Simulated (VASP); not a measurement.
A run of VASP 6.6.1 is set up as follows.

The input POSCAR:

```
KI
1.0
    4.2910851346      0.0000000000      0.0000000000
    0.0000000000      4.2910851346      0.0000000000
    0.0000000000      0.0000000000      4.2910851346
K I
1 1
Direct
    0.0000000000      0.0000000000      0.0000000000
    0.5000000000      0.5000000000      0.5000000000
```

The input INCAR.step1:

```
PREC     = Accurate       # precision mode
ENCUT    = 520            # plane-wave cutoff, eV
ISMEAR   = 0              # smearing method
SIGMA    = 0.01           # smearing width, eV
LREAL    = False          # projectors in reciprocal space
LASPH    = True           # aspherical terms in the spheres
NELM     = 60             # most SCF steps
NBANDS   = 15             # bands
GGA      = PE             # functional
ALGO     = Normal         # electronic algorithm
EDIFF    = 1E-4           # SCF threshold, eV
LWAVE    = True           # write WAVECAR
LCHARG   = False          # write CHGCAR
```

The input INCAR.step2:

```
PREC     = Accurate       # precision mode
ENCUT    = 520            # plane-wave cutoff, eV
EDIFF    = 1E-6           # SCF threshold, eV
ISMEAR   = 0              # smearing method
SIGMA    = 0.01           # smearing width, eV
LREAL    = False          # projectors in reciprocal space
LASPH    = True           # aspherical terms in the spheres
NELM     = 60             # most SCF steps
ALGO     = Normal         # electronic algorithm
ISIF     = 2              # what is computed and relaxed
LWAVE    = False          # write WAVECAR
LCHARG   = False          # write CHGCAR
METAGGA  = R2SCAN         # meta-GGA
LMIXTAU  = True         
NBANDS   = 15             # bands
ISTART   = 1
```

File KPOINTS:

```
regular mesh
0
Gamma
  4 4 4
```

Potentials or basis: VASP PAW PBE potentials, release 64 (K_sv, I).

Command:

```sh
$ cat potpaw_PBE.64/K_sv/POTCAR potpaw_PBE.64/I/POTCAR > POTCAR
$ cp INCAR.step1 INCAR
$ mpirun -np 1 vasp_std > vasp.out
$ cp INCAR.step2 INCAR
$ mpirun -np 1 vasp_std > vasp.out
```

**Question.** What does it give for the band gap on the k mesh?

**Answer.** 4.04 eV (least direct gap 4.41 eV).

**Question.** Estimate the pressure.

**Answer.** 0.1 GPa.

Caveat: the PAW data sets were made with another functional, which shifts forces and pressure a little; spin-orbit coupling is left out, which moves the levels of the heavy elements. A k mesh can miss the band edges.
